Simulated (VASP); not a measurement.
# P (Fd-3m) in VASP: further runs

P is run at these levels: BLYP; tasks: single point.

All numbers are computed with VASP 6.6.1; they aren't measurements. Logs are shortened: lines on timing, memory, paths and dates and some standing lists are left out, and cuts for length are marked.

### Step 1. The cell of the first run

Symmetry: Fd-3m, No. 227, cubic system. The conventional cell has a = 5.790 Å, b = 5.790 Å, c = 5.790 Å, α = 90.00°, β = 90.00°, γ = 90.00°. P (site symmetry -43m) has 4 P at 2.51 Å within 3.3 Å.

### Step 2. Single point, BLYP (volume scaled by 1.04)

File INCAR:

```
SYSTEM = P
PREC = Accurate ; ENCUT = 520
EDIFF = 1E-7 ; ISMEAR = -1
SIGMA = 0.1 ; LREAL = .FALSE.
LASPH = .TRUE. ; NELM = 80
ALGO = Normal ; ISIF = 2
LWAVE = .FALSE. ; LCHARG = .FALSE.
GGA = B5 ; ALDAX = 1.0
AGGAX = 1.0 ; AGGAC = 1.0
ALDAC = 0.0 ; NBANDS = 12
```

File KPOINTS:

```
regular mesh
0
G
  11 11 11
  0 0 0
```

File POSCAR:

```
P
1.0
    0.0000000000      2.8949788674      2.8949788674
    2.8949788674      0.0000000000      2.8949788674
    2.8949788674      2.8949788674      0.0000000000
P
2
Direct
    0.1250000000      0.1250000000      0.1250000000
    0.8750000000      0.8750000000      0.8750000000
```

Potentials or basis: VASP PAW PBE potentials, release 64 (P).

Run with:

```sh
> cat potpaw_PBE.64/P/POTCAR > POTCAR
> mpirun -np 1 vasp_std > vasp.out
```

OUTCAR:

```text
SYSTEM = P
   PREC = Accurate
   ENCUT = 520
   EDIFF = 1E-7
   ISMEAR = -1
   LREAL = .FALSE.
   LASPH = .TRUE.
   NELM = 80
   ISIF = 2
   GGA = B5

 ion  position               nearest neighbor table
   1  0.125  0.125  0.125-   2 2.51   2 2.51   2 2.51   2 2.51
   2  0.875  0.875  0.875-   1 2.51   1 2.51   1 2.51   1 2.51

  LATTYP: Found a face centered cubic cell.
 ALAT       =     5.7899577348

  Lattice vectors:

 A1 = (   0.0000000000,   2.8949788674,   2.8949788674)
 A2 = (   2.8949788674,   0.0000000000,   2.8949788674)
 A3 = (   2.8949788674,   2.8949788674,   0.0000000000)

Analysis of symmetry for initial positions (statically):
=====================================================================
 Subroutine PRICEL returns:
 Original cell was already a primitive cell.

 Routine SETGRP: Setting up the symmetry group for a
 face centered cubic supercell.

 Subroutine GETGRP returns: Found 48 space group operations
 (whereof 12 operations were pure point group operations)
 out of a pool of 48 trial point group operations.

The static configuration has the point symmetry D_3d.
 The point group associated with its full space group is O_h .

Analysis of symmetry for dynamics (positions and initial velocities):
=====================================================================
 Subroutine PRICEL returns:
 Original cell was already a primitive cell.

 Routine SETGRP: Setting up the symmetry group for a
 face centered cubic supercell.

 Subroutine GETGRP returns: Found 48 space group operations
 (whereof 12 operations were pure point group operations)
 out of a pool of 48 trial point group operations.

The dynamic configuration has the point symmetry D_3d.
 The point group associated with its full space group is O_h .

 Subroutine INISYM returns: Found 48 space group operations
 (whereof 12 operations are pure point group operations),
 and found     1 'primitive' translations

----------------------------------------------------------------------------------------

                                     Primitive cell

  volume of cell :      48.5251

  direct lattice vectors                    reciprocal lattice vectors
     0.000000000  2.894978867  2.894978867    -0.172712832  0.172712832  0.172712832
     2.894978867  0.000000000  2.894978867     0.172712832 -0.172712832  0.172712832
     2.894978867  2.894978867  0.000000000     0.172712832  0.172712832 -0.172712832

  length of vectors
     4.094118377  4.094118377  4.094118377     0.299147401  0.299147401  0.299147401

  position of ions in fractional coordinates (direct lattice)
[... 90 lines left out ...]
   NELECT =      10.0000    total number of electrons
   NUPDOWN=      -1.0000    fix difference up-down
   EMIN   =  10.00;   EMAX   =-10.00  energy-range for DOS
   EFERMI =   0.00;   METHOD = LEGACY
   ISMEAR =    -1;   SIGMA  =   0.10  broadening in eV -4-tet -1-fermi 0-gaus
   EFERMI_NEDOS =   21; number of points for ismear=-14 and -15
   IALGO  =     38    algorithm
   IMIX   =      4    mixing-type and parameters
     AMIX     =   0.40;   BMIX     =  1.00
     AMIX_MAG =   1.60;   BMIX_MAG =  1.00
  volume/ion in A,a.u.               =      24.26       163.73
  Fermi-wavevector in a.u.,A,eV,Ry     =   0.966984  1.827335 12.722246  0.935059
  Thomas-Fermi vector in A             =   2.096832
   LORBIT       =      0    0 simple, 1 ext, 2 COOP (PROOUT), +10 PAW based schemes
   GGA     = B5    functional components
   LHFCALC =     F    Hartree Fock is set to
   AEXX    =    0.0000 exact exchange contribution
   IVDW    =     0    specifies the selected vdW correction
   LEPSILON=     F    determine dielectric tensor
   LRPA    =     F    only Hartree local field effects (RPA)
 non-spin polarized calculation
  energy-cutoff  :      520.00
  volume of cell :       48.53
 maximum number of plane-waves:      1326
   NGX = 15   NGY = 15   NGZ = 15

 number of electron      10.0000003 magnetization

 Free energy of the ion-electron system (eV)
  ---------------------------------------------------
  ext. energy  EPLUGINS =         0.00000000
  ---------------------------------------------------
  free energy    TOTEN  =        -8.30784056 eV

  energy without entropy =       -8.27350518  energy(sigma->0) =       -8.29067287

 E-fermi :   4.5953     XC(G=0):  -8.2162

 val. band max:        4.5618972517   @ k =   0.4545   0.3636   0.0909
 cond. band min:       4.7795006863   @ k =   0.0909   0.0909   0.0000
 fundamental gap:      0.2176034346
 Fermi energy:         4.5953156900

 k-point     1 :       0.0000    0.0000    0.0000
  band No.  band energies     occupation
      1      -9.0259      2.00000
      2      -0.0742      2.00000
      3       2.0878      2.00000
      4       2.0878      2.00000
      5       2.0878      2.00000
      6       4.9635      0.04911
      7       4.9635      0.04911
      8       4.9635      0.04911
      9      10.6236      0.00000
     10      11.8441      0.00000
     11      11.8441      0.00000
     12      14.7503      0.00000
[... 331 lines left out ...]
 k-point    24 :      -0.1818    0.1818    0.0000
  band No.  band energies     occupation
      1      -8.2238      2.00000
      2      -3.0158      2.00000
      3       0.4362      2.00000
      4       1.5700      2.00000
      5       3.4849      1.99997
      6       5.8639      0.00001
      7       5.9342      0.00000
      8       6.9782      0.00000
      9      10.6121      0.00000
     10      12.1494      0.00000
     11      12.4843      0.00000
     12      15.2785      0.00000

 [... further k-points ...]

------------------------ aborting loop because EDIFF is reached ----------------------------------------

  FORCE on cell =-STRESS in cart. coord.  units (eV):
  Direction    XX          YY          ZZ          XY          YZ          ZX
  --------------------------------------------------------------------------------------
  -------------------------------------------------------------------------------------
  Total       -0.4645398     -0.4645398     -0.4645398      0.0000000      0.0000000      0.0000000
  in kB      -15.3379485    -15.3379485    -15.3379485      0.0000000      0.0000000      0.0000000
  external PRESSURE =     -15.3379485 kB  Pullay stress =       0.0000000 kB

 VOLUME and BASIS-vectors are now :
 -----------------------------------------------------------------------------
  energy-cutoff  :      520.00
  volume of cell :       48.53
      direct lattice vectors                 reciprocal lattice vectors
     0.000000000  2.894978867  2.894978867    -0.172712832  0.172712832  0.172712832
     2.894978867  0.000000000  2.894978867     0.172712832 -0.172712832  0.172712832
     2.894978867  2.894978867  0.000000000     0.172712832  0.172712832 -0.172712832

 POSITION                                       TOTAL-FORCE (eV/Angst)
 -----------------------------------------------------------------------------------
      0.72374      0.72374      0.72374         0.000000     -0.000000      0.000000
      5.06621      5.06621      5.06621        -0.000000      0.000000     -0.000000
 -----------------------------------------------------------------------------------
    total drift:                               -0.000000      0.000000      0.000000

  FREE ENERGIE OF THE ION-ELECTRON SYSTEM (eV)
  ---------------------------------------------------
  free  energy   TOTEN  =        -8.3078405613 eV

  energy  without entropy=       -8.2735051791  energy(sigma->0) =       -8.29067287
```

stdout:

```text
POSCAR found type information on POSCAR P
 POSCAR found :  1 types and       2 ions
 scaLAPACK will be used
 -----------------------------------------------------------------------------
|                                                                             |
|                                                                             |
|     You enforced a specific xc type in the INCAR file but a different       |
|     I HOPE YOU KNOW WHAT YOU ARE DOING!                                     |
|                                                                             |
 -----------------------------------------------------------------------------

 LDA part: xc-table for (Slater(with rela. corr.)+VWN5), standard interpolation
 POSCAR, INCAR and KPOINTS ok, starting setup
 FFT: planning ... GRIDC
 FFT: planning ... GRID_SOFT
 FFT: planning ... GRID
 WAVECAR not read
 entering main loop
```

Run time: 34 s. Hardware: 1 thread of Intel Xeon Platinum 8488C (Sapphire Rapids), shared host; peak memory 0.17 GiB.

What came out:

```
Free energy            : -8.3078 eV
Pressure               : -1.5 GPa
Band gap on the k mesh : zero (band 5 reaches 5.23 eV, above the bottom of band 6 at 4.07 eV)
```

Caveat: the PAW data sets were made with another functional, which shifts forces and pressure a little.

### Step 3. Single point, BLYP (volume scaled by 1.08)

File INCAR:

```
SYSTEM = P
PREC     = Accurate       ! precision mode
ENCUT    = 520            ! plane-wave cutoff, eV
EDIFF    = 1E-6           ! SCF threshold, eV
ISMEAR   = -1             ! smearing method
SIGMA    = 0.1            ! smearing width, eV
LREAL    = .False.        ! projectors in reciprocal space
LASPH    = .True.         ! aspherical terms in the spheres
NELM     = 60             ! most SCF steps
ALGO     = Normal         ! electronic algorithm
ISIF     = 2              ! what is computed and relaxed
LWAVE    = .False.        ! write WAVECAR
LCHARG   = .True.         ! write CHGCAR
GGA      = B5             ! functional
ALDAX    = 1.0          
AGGAX    = 1.0          
AGGAC    = 1.0          
ALDAC    = 0.0          
LELF     = .True.         ! ELF
LVHAR    = .True.       
NBANDS   = 12             ! bands
```

File KPOINTS:

```
Automatic mesh
0
Gamma
  11 11 11
  0 0 0
```

File POSCAR:

```
P
1.0
    0.0000000000      2.9316280601      2.9316280601
    2.9316280601      0.0000000000      2.9316280601
    2.9316280601      2.9316280601      0.0000000000
P
2
Direct
    0.1250000000      0.1250000000      0.1250000000
    0.8750000000      0.8750000000      0.8750000000
```

Potentials or basis: VASP PAW PBE potentials, release 64 (P).

Run with:

```sh
> cat potpaw_PBE.64/P/POTCAR > POTCAR
> mpirun -np 1 vasp_std > vasp.out
```

Run time: 32 s. Hardware: 1 thread of Intel Xeon Platinum 8488C (Sapphire Rapids), shared host; peak memory 0.17 GiB.

Results (log left out):

| Item | Value |
| --- | --- |
| Free energy | -8.2826 eV |
| Pressure | -2.8 GPa |
| Band gap on the k mesh | zero (band 5 reaches 4.80 eV, above the bottom of band 6 at 3.74 eV) |

Levels at points of the mesh, in eV from the Fermi level:
```csv
k point,band 1,band 2,band 3,band 4,band 5,band 6,band 7,band 8,band 9,band 10
"(0.00, 0.00, 0.00)",-13.35,-4.90,-2.40,-2.40,-2.40,0.41,0.41,0.41,5.97,7.30
```

Caveat: the PAW data sets were made with another functional, which shifts forces and pressure a little.
